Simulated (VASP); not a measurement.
Runs of VASP 6.6.1 on Sb. The structure is that of space group Pm-3m (No. 221), or close to it. The cells are those of the table. 

```tsv
cell	gap on the mesh (eV)	pressure (GPa)
a = 3.117 Å, 1 atom	none	-3.1
a = 3.222 Å, 1 atom	none	-6.8
a = 3.095 Å, 1 atom	none	-2.1
a = 3.181 Å, 1 atom	none	-5.6
a = 3.160 Å, 1 atom	none	(a)
a = 3.139 Å, 1 atom	none	(b)
a = 3.202 Å, 1 atom	none	-6.2
```

Alike in all rows: task single point; level PBEsol; potentials or basis VASP PAW PBE potentials, release 64 (Sb); no spin polarisation; k mesh 9 × 9 × 9; cutoff (eV) 520; smearing fermi-dirac 0.05 eV.

Problem. Estimate the missing entries.

Solution. (a) -4.9; (b) -4.1.

Caveats: the PAW data sets were made with another functional, which shifts forces and pressure a little; spin-orbit coupling is left out, which moves the levels of the heavy elements.

A k mesh can miss the band edges, and the runs leave out spin-orbit coupling on Sb.

A gap of «none» marks levels without a gap at the run's occupations.
